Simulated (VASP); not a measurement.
# As in VASP: single point with PBE+D3(BJ)

Aim: the single point of As with PBE+D3(BJ).

Everything below comes from runs of VASP 6.6.1. Logs are shortened: lines on timing, memory, paths and dates and some standing lists are left out, and cuts for length are marked.

### 1 The cell of the first run

The cell holds a slab with vacuum, 4 atoms: a = 3.572 Å, b = 3.572 Å, c = 20.295 Å, α = 90.00°, β = 90.00°, γ = 120.00°.

### 2 Single point, PBE+D3(BJ)

INCAR

```
SYSTEM = As
ALGO = Normal ; DIPOL = 0.5 0.5 0.371
EDIFF = 1E-6 ; ENCUT = 400
GGA = PE ; GGA_COMPAT = .FALSE.
IDIPOL = 3 ; ISIF = 2
ISMEAR = 0 ; IVDW = 12
LASPH = .TRUE. ; LCHARG = .FALSE.
LDIPOL = .TRUE. ; LREAL = .FALSE.
LWAVE = .FALSE. ; NBANDS = 38
NELM = 120 ; NELMDL = -8
PREC = Accurate ; SIGMA = 0.05
```

KPOINTS

```
k-points
0
G
  9 9 1
  0 0 0
```

POSCAR

```
As
1.0
    3.5716242608      0.0000000000      0.0000000000
   -1.7858121304      3.0931173426      0.0000000000
    0.0000000000      0.0000000000     20.2951239197
As
4
Direct
    0.3333333333      0.6666666667      0.2217281362
    0.6666666667      0.3333333333      0.2905900936
    0.6666666667      0.3333333333      0.4517125392
    0.3333333333      0.6666666667      0.5205744967
```

Potentials or basis: VASP PAW PBE potentials, release 64 (As_d).

Run with:

```console
$ cat potpaw_PBE.64/As_d/POTCAR > POTCAR
$ mpirun -np 1 vasp_std > vasp.out
```

OUTCAR:

```text
SYSTEM = As
   EDIFF = 1E-6
   ENCUT = 400
   GGA = PE
   ISIF = 2
   ISMEAR = 0
   IVDW = 12
   LASPH = .TRUE.
   LREAL = .FALSE.
   NELM = 120
   NELMDL = -8
   PREC = Accurate
 IVDW          = 12

 ion  position               nearest neighbor table
   1  0.333  0.667  0.222-   2 2.49   2 2.49   2 2.49
   2  0.667  0.333  0.291-   1 2.49   1 2.49   1 2.49
   3  0.667  0.333  0.452-   4 2.49   4 2.49   4 2.49
   4  0.333  0.667  0.521-   3 2.49   3 2.49   3 2.49

  LATTYP: Found a hexagonal cell.
 ALAT       =     3.5716242608
 C/A-ratio  =     5.6823233458

  Lattice vectors:

 A1 = (   3.5716242608,   0.0000000000,   0.0000000000)
 A2 = (  -1.7858121304,   3.0931173426,   0.0000000000)
 A3 = (   0.0000000000,   0.0000000000,  20.2951239197)

Analysis of symmetry for initial positions (statically):
=====================================================================
 Subroutine PRICEL returns:
 Original cell was already a primitive cell.

 Routine SETGRP: Setting up the symmetry group for a
 hexagonal supercell.

 Subroutine GETGRP returns: Found 12 space group operations
 (whereof  6 operations were pure point group operations)
 out of a pool of 24 trial point group operations.

The static configuration has the point symmetry C_3v.
 The point group associated with its full space group is D_3h.

Analysis of symmetry for dynamics (positions and initial velocities):
=====================================================================
 Subroutine PRICEL returns:
 Original cell was already a primitive cell.

 Routine SETGRP: Setting up the symmetry group for a
 hexagonal supercell.

 Subroutine GETGRP returns: Found 12 space group operations
 (whereof  6 operations were pure point group operations)
 out of a pool of 24 trial point group operations.

The dynamic configuration has the point symmetry C_3v.
 The point group associated with its full space group is D_3h.

 Subroutine INISYM returns: Found 12 space group operations
 (whereof  6 operations are pure point group operations),
 and found     1 'primitive' translations

----------------------------------------------------------------------------------------

                                     Primitive cell

  volume of cell :     224.2094

  direct lattice vectors                    reciprocal lattice vectors
     3.571624261  0.000000000  0.000000000     0.279984659  0.161649218  0.000000000
    -1.785812130  3.093117343  0.000000000     0.000000000  0.323298436  0.000000000
     0.000000000  0.000000000 20.295123920     0.000000000  0.000000000  0.049272919

  length of vectors
     3.571624261  3.571624261 20.295123920     0.323298436  0.323298436  0.049272919

  position of ions in fractional coordinates (direct lattice)
     0.333333333  0.666666667  0.221728136
     0.666666667  0.333333333  0.290590094
     0.666666667  0.333333333  0.451712539
     0.333333333  0.666666667  0.520574497

  ion indices of the primitive-cell ions
   primitive index   ion index
                 1           1
                 2           2
                 3           3
                 4           4

----------------------------------------------------------------------------------------

 KPOINTS: k-points

Automatic generation of k-mesh.
 Grid dimensions read from file:
 generate k-points for:    9    9    1

 Generating k-lattice:

  Cartesian coordinates                     Fractional coordinates (reciprocal lattice)
     0.031109407  0.017961024  0.000000000     0.111111111 -0.000000000  0.000000000
     0.000000000  0.035922048  0.000000000     0.000000000  0.111111111  0.000000000
     0.000000000  0.000000000  0.049272919     0.000000000  0.000000000  1.000000000

  Length of vectors
     0.035922048  0.035922048  0.049272919

  Shift w.r.t. Gamma in fractional coordinates (k-lattice)
     0.000000000  0.000000000  0.000000000

 Subroutine IBZKPT returns following result:
 ===========================================

 Found     12 irreducible k-points:

 Following reciprocal coordinates:
            Coordinates               Weight
  0.000000  0.000000  0.000000      1.000000
  0.111111  0.000000  0.000000      6.000000
  0.222222  0.000000  0.000000      6.000000
  0.333333  0.000000  0.000000      6.000000
  0.444444  0.000000  0.000000      6.000000
  0.111111  0.111111  0.000000      6.000000
  0.222222  0.111111  0.000000     12.000000
  0.333333  0.111111  0.000000     12.000000
  0.444444  0.111111  0.000000      6.000000
  0.222222  0.222222  0.000000      6.000000
  0.333333  0.222222  0.000000     12.000000
  0.333333  0.333333  0.000000      2.000000
   k-points           NKPTS =     12   k-points in BZ     NKDIM =     12   number of bands    NBANDS=     38
   number of dos      NEDOS =    301   number of ions     NIONS =      4
   total plane-waves  NPLWV =  80640
   dimension x,y,z NGX =    24 NGY =   24 NGZ =  140
   dimension x,y,z NGXF=    48 NGYF=   48 NGZF=  280
   ions per type =               4
   NGX,Y,Z   is equivalent  to a cutoff of  11.17, 11.17, 11.47 a.u.
   NGXF,Y,Z  is equivalent  to a cutoff of  22.34, 22.34, 22.94 a.u.
 SYSTEM =  As
   PREC   = accura    normal or accurate (medium, high low for compatibility)
   ISTART =      0    job   : 0-new  1-cont  2-samecut
   ICHARG =      2    charge: 1-file 2-atom 10-const
   ISPIN  =      1    spin polarized calculation?
   LNONCOLLINEAR =      F non collinear calculations
   LSORBIT =      F    spin-orbit coupling
   LASPH  =      T    aspherical Exc in radial PAW
   ENCUT  =  400.0 eV  29.40 Ry    5.42 a.u.   5.82  5.82 33.10*2*pi/ulx,y,z
   NELM   =    120;   NELMIN=  2; NELMDL= -8     # of ELM steps
   EDIFF  = 0.1E-05   stopping-criterion for ELM
   LREAL  =      F    real-space projection
   EDIFFG = 0.1E-04   stopping-criterion for IOM
   NSW    =      0    number of steps for IOM
   IBRION =     -1    ionic relax: 0-MD 1-quasi-New 2-CG
   NFREE  =      0    steps in history (QN), initial steepest desc. (CG)
   ISIF   =      2    stress and relaxation
   ISYM   =      2    0-nonsym 1-usesym 2-fastsym
   POTIM  = 0.5000    time-step for ionic-motion
   TEBEG  =    0.0;   TEEND  =   0.0 temperature during run
   PSTRESS=    0.0 pullay stress
   NELECT =      60.0000    total number of electrons
   NUPDOWN=      -1.0000    fix difference up-down
   EMIN   =  10.00;   EMAX   =-10.00  energy-range for DOS
   EFERMI =   0.00;   METHOD = LEGACY
   ISMEAR =     0;   SIGMA  =   0.05  broadening in eV -4-tet -1-fermi 0-gaus
   EFERMI_NEDOS =   21; number of points for ismear=-14 and -15
   IALGO  =     38    algorithm
   IMIX   =      4    mixing-type and parameters
     AMIX     =   0.40;   BMIX     =  1.00
     AMIX_MAG =   1.60;   BMIX_MAG =  1.00
  volume/ion in A,a.u.               =      56.05       378.26
  Fermi-wavevector in a.u.,A,eV,Ry     =   1.054971  1.993607 15.142799  1.112964
  Thomas-Fermi vector in A             =   2.190152
   LORBIT       =      0    0 simple, 1 ext, 2 COOP (PROOUT), +10 PAW based schemes
   GGA     = PE    functional components
   LHFCALC =     F    Hartree Fock is set to
   AEXX    =    0.0000 exact exchange contribution
   IVDW    =    12    specifies the selected vdW correction
   LEPSILON=     F    determine dielectric tensor
   LRPA    =     F    only Hartree local field effects (RPA)
 non-spin polarized calculation
 Gauss-broadening in eV      SIGMA  =   0.05
  energy-cutoff  :      400.00
  volume of cell :      224.21
 maximum number of plane-waves:      4097
 NGX is ok and might be reduce to    24
   NGX = 11   NGY = 11   NGZ = 67

 dipolmoment           0.000000      0.000000     -0.000004 electrons x Angstroem

 number of electron      60.0000033 magnetization

 dipolmoment           0.000000      0.000000      0.000002 electrons x Angstroem

 Free energy of the ion-electron system (eV)
  ---------------------------------------------------
  ext. energy  EPLUGINS =         0.00000000
  ---------------------------------------------------
  free energy    TOTEN  =       -18.51317622 eV

  energy without entropy =      -18.51317622  energy(sigma->0) =      -18.51317622

 E-fermi :  -1.4228     XC(G=0):  -4.9152

 val. band max:       -1.7298675770   @ k =   0.1111   0.1111   0.0000
 cond. band min:      -1.0002202673   @ k =   0.3333   0.0000   0.0000
 fundamental gap:      0.7296473096
 Fermi energy:        -1.4227982997

 k-point     1 :       0.0000    0.0000    0.0000
  band No.  band energies     occupation
      1     -37.3523      2.00000
      2     -37.3523      2.00000
      3     -37.3518      2.00000
      4     -37.3518      2.00000
      5     -37.3092      2.00000
      6     -37.3092      2.00000
[... 30 lines left out ...]
     37       2.6324      0.00000
     38       2.9397      0.00000

 k-point     2 :       0.1111    0.0000    0.0000
  band No.  band energies     occupation
      1     -37.3518      2.00000
      2     -37.3513      2.00000
      3     -37.3485      2.00000
      4     -37.3480      2.00000
      5     -37.3085      2.00000
      6     -37.3082      2.00000
[... 30 lines left out ...]
     37       2.8588      0.00000
     38       3.1464      0.00000

 k-point     3 :       0.2222    0.0000    0.0000
  band No.  band energies     occupation
      1     -37.3506      2.00000
      2     -37.3501      2.00000
      3     -37.3381      2.00000
      4     -37.3377      2.00000
      5     -37.3063      2.00000
      6     -37.3060      2.00000
[... 30 lines left out ...]
     37       3.3750      0.00000
     38       3.7509      0.00000

 k-point     4 :       0.3333    0.0000    0.0000
  band No.  band energies     occupation
      1     -37.3490      2.00000
      2     -37.3486      2.00000
      3     -37.3252      2.00000
      4     -37.3250      2.00000
      5     -37.3009      2.00000
      6     -37.3002      2.00000
[... 30 lines left out ...]
     37       4.0420      0.00000
     38       4.4769      0.00000

 k-point     5 :       0.4444    0.0000    0.0000
  band No.  band energies     occupation
      1     -37.3479      2.00000
      2     -37.3475      2.00000
      3     -37.3183      2.00000
      4     -37.3181      2.00000
      5     -37.2883      2.00000
      6     -37.2872      2.00000
[... 30 lines left out ...]
     37       3.5992      0.00000
     38       4.9593      0.00000

 k-point     6 :       0.1111    0.1111    0.0000
  band No.  band energies     occupation
      1     -37.3510      2.00000
      2     -37.3506      2.00000
      3     -37.3412      2.00000
      4     -37.3407      2.00000
      5     -37.3069      2.00000
      6     -37.3066      2.00000
[... 30 lines left out ...]
     37       3.2478      0.00000
     38       3.5029      0.00000

 k-point     7 :       0.2222    0.1111    0.0000
  band No.  band energies     occupation
      1     -37.3498      2.00000
      2     -37.3494      2.00000
      3     -37.3284      2.00000
      4     -37.3281      2.00000
      5     -37.3036      2.00000
      6     -37.3032      2.00000
[... 30 lines left out ...]
     37       3.8821      0.00000
     38       4.1889      0.00000

 k-point     8 :       0.3333    0.1111    0.0000
  band No.  band energies     occupation
      1     -37.3487      2.00000
      2     -37.3482      2.00000
      3     -37.3170      2.00000
      4     -37.3168      2.00000
      5     -37.2953      2.00000
      6     -37.2945      2.00000
[... 30 lines left out ...]
     37       4.1631      0.00000
     38       5.0105      0.00000

 k-point     9 :       0.4444    0.1111    0.0000
  band No.  band energies     occupation
      1     -37.3481      2.00000
      2     -37.3477      2.00000
      3     -37.3137      2.00000
      4     -37.3135      2.00000
      5     -37.2831      2.00000
      6     -37.2819      2.00000
[... 30 lines left out ...]
     37       3.7657      0.00000
     38       5.1423      0.00000

 k-point    10 :       0.2222    0.2222    0.0000
  band No.  band energies     occupation
      1     -37.3492      2.00000
      2     -37.3488      2.00000
      3     -37.3143      2.00000
      4     -37.3140      2.00000
      5     -37.2994      2.00000
      6     -37.2989      2.00000
[... 30 lines left out ...]
     37       4.7419      0.00000
     38       4.8896      0.00000

 k-point    11 :       0.3333    0.2222    0.0000
  band No.  band energies     occupation
      1     -37.3486      2.00000
      2     -37.3482      2.00000
      3     -37.3046      2.00000
      4     -37.3043      2.00000
      5     -37.2903      2.00000
      6     -37.2897      2.00000
[... 30 lines left out ...]
     37       4.9395      0.00000
     38       5.7132      0.00000

 k-point    12 :       0.3333    0.3333    0.0000
  band No.  band energies     occupation
      1     -37.3486      2.00000
      2     -37.3482      2.00000
      3     -37.2932      2.00000
      4     -37.2930      2.00000
      5     -37.2887      2.00000
      6     -37.2881      2.00000
[... 30 lines left out ...]
     37       5.4439      0.00000
     38       6.6902      0.00000

------------------------ aborting loop because EDIFF is reached ----------------------------------------

 vacuum level on the upper side and lower side of the slab       (xc-potential included)        -0.158        -0.158

 Edisp (eV)   -1.08917

 E8    (eV) :    -0.4749

  FORCE on cell =-STRESS in cart. coord.  units (eV):
  Direction    XX          YY          ZZ          XY          YZ          ZX
  --------------------------------------------------------------------------------------
  -------------------------------------------------------------------------------------
  Total       0.16217     0.16217     1.43295     0.00000     0.00000     0.00000
  in kB       1.15883     1.15883    10.23972     0.00000     0.00000     0.00000
  external pressure =        4.19 kB  Pullay stress =        0.00 kB

 VOLUME and BASIS-vectors are now :
 -----------------------------------------------------------------------------
  energy-cutoff  :      400.00
  volume of cell :      224.21
      direct lattice vectors                 reciprocal lattice vectors
     3.571624261  0.000000000  0.000000000     0.279984659  0.161649218  0.000000000
    -1.785812130  3.093117343  0.000000000     0.000000000  0.323298436  0.000000000
     0.000000000  0.000000000 20.295123920     0.000000000  0.000000000  0.049272919

 POSITION                                       TOTAL-FORCE (eV/Angst)
 -----------------------------------------------------------------------------------
     -0.00000      2.06208      4.50000         0.000000      0.000000     -0.105728
      1.78581      1.03104      5.89756        -0.000000      0.000000     -0.282588
      1.78581      1.03104      9.16756        -0.000000     -0.000000      0.282588
     -0.00000      2.06208     10.56512        -0.000000      0.000000      0.105728
 -----------------------------------------------------------------------------------
    total drift:                                0.000000     -0.000000      0.000499

  FREE ENERGIE OF THE ION-ELECTRON SYSTEM (eV)
  ---------------------------------------------------
  free  energy   TOTEN  =       -19.6023448572 eV

  energy  without entropy=      -19.6023448572  energy(sigma->0) =      -19.60234486

 vacuum level on the upper side and lower side of the slab         3.052         3.054
```

Run time: 75 s. Hardware: 1 thread of Intel Xeon Platinum 8375C at 2.90GHz (Ice Lake), shared host; peak memory 0.28 GiB.

What came out:

```yaml
Free_energy: -19.6023 eV
Largest_force: 0.283 eV/Å
Band_gap_on_the_k_mesh: 0.73 eV (least direct gap 1.27 eV)
Dispersion_energy_per_atom: -0.272 eV
```

Forces in eV/Å, atoms in the order of the input:
```
As   0.000  0.000 -0.106
As   0.000  0.000 -0.283
As   0.000  0.000  0.283
As   0.000  0.000  0.106
```
